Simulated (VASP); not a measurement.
Crystal: Al3BN2.

```
Al B N
1.0
     3.07315    0.00000    0.00000
     0.00000    3.85386    0.00000
     0.00000    0.00000    6.82977
Al B N
3 1 2
Cartesian
  1.5366 0.0000 5.7072
  1.5366 0.0000 1.2583
  1.5366 1.9269 4.4016
  1.5366 1.9269 2.2447
  0.0000 1.9269 0.1522
  0.0000 0.0000 3.3103
```

The cell was built from a structure type or drawn by symmetry, and may not be a known phase.

```yaml
Program: VASP 6.6.1
Task: relaxation of cell and atoms
Functional: PBE
Potentials_or_basis: VASP PAW PBE potentials, release 64 (Al, B, N)
Cutoff: 600 eV
k_mesh: 4 × 3 × 2
Occupations: gaussian, width 0.15 eV
Spin: no spin polarisation
```

At the start: pressure -3.5 GPa; volume 13.48 Å³/atom.

Problem. Where does the relaxation end?

Solution. Over 31 steps the energy falls by 1768.7 meV/atom and the volume is 10.66 Å³/atom (-20.9 %); space group Pmm2 (No. 25, to 0.1 Å) before and after.

Step by step:
| step | energy change (eV) | largest force (eV/Å) | pressure (GPa) | volume (Å³) |
| --- | --- | --- | --- | --- |
| 1 | 0.0000 | 3.5523 | -3.52 | 80.89 |
| 2 | -1.0094 | 1.8302 | -1.35 | 77.46 |
| 3 | -1.4480 | 3.5615 | 4.12 | 74.06 |
| 4 | -2.1216 | 2.6941 | 1.97 | 74.56 |
| 5 | -4.9889 | 6.5180 | -0.14 | 75.61 |
| 6 | -4.0411 | 11.2122 | 44.70 | 75.72 |
| 7 | -7.7171 | 3.3223 | 13.46 | 75.98 |
| 8 | -7.3035 | 4.8961 | 1.11 | 75.82 |
| 9 | -7.9698 | 2.2150 | 7.49 | 75.95 |
| 10 | -8.2221 | 1.8562 | 0.42 | 86.80 |
| 11 | -8.3210 | 2.0094 | 2.73 | 82.26 |
| 12 | -8.6676 | 1.1473 | -9.99 | 88.49 |
| 13 | -8.6994 | 0.9344 | -7.62 | 87.18 |
| 14 | -9.0873 | 1.3610 | -8.56 | 83.74 |
| 15 | -9.2086 | 2.1425 | -8.84 | 81.30 |
| 16 | -9.6366 | 1.0366 | -1.23 | 74.02 |
| 17 | -9.6955 | 1.2330 | 4.07 | 70.50 |
| 18 | -9.9461 | 1.6114 | 2.89 | 67.71 |
| 19 | -9.9552 | 1.8579 | 2.83 | 66.84 |
| 20 | -10.1929 | 1.1599 | -2.13 | 67.09 |
| 21 | -10.2568 | 2.3243 | -7.45 | 67.47 |
| 22 | -10.2978 | 1.4687 | -5.72 | 67.32 |
| 23 | -10.4633 | 1.3991 | -4.43 | 66.34 |
| 24 | -10.5358 | 1.3538 | -2.47 | 65.23 |
| 25 | -10.5880 | 0.6039 | -0.98 | 64.73 |
| 26 | -10.6009 | 0.3085 | 0.38 | 64.34 |
| 27 | -10.6049 | 0.2289 | -0.02 | 64.41 |
| 28 | -10.6077 | 0.1083 | -0.72 | 64.53 |
| 29 | -10.6098 | 0.0959 | -0.37 | 64.32 |
| 30 | -10.6116 | 0.0899 | 0.34 | 63.92 |
| 31 | -10.6123 | 0.0227 | -0.01 | 63.99 |

Final structure:
```
Al B N
1.0
     2.62060    0.00000    0.00000
     0.00000    2.94342    0.00000
     0.00000    0.00000    8.29546
Al B N
3 1 2
Direct
  0.50000 0.00000 0.89853
  0.50000 0.00000 0.32743
  0.50000 0.50000 0.61096
  0.50000 0.50000 0.13435
  0.00000 0.50000 0.02593
  0.00000 0.00000 0.50280
```

Caveat: the k points lie up to 0.71 Å⁻¹ apart in the final cell, too coarse for converged energies and pressures of a metal; the volume moved by over 15 % at a fixed basis, so the end points are rough.
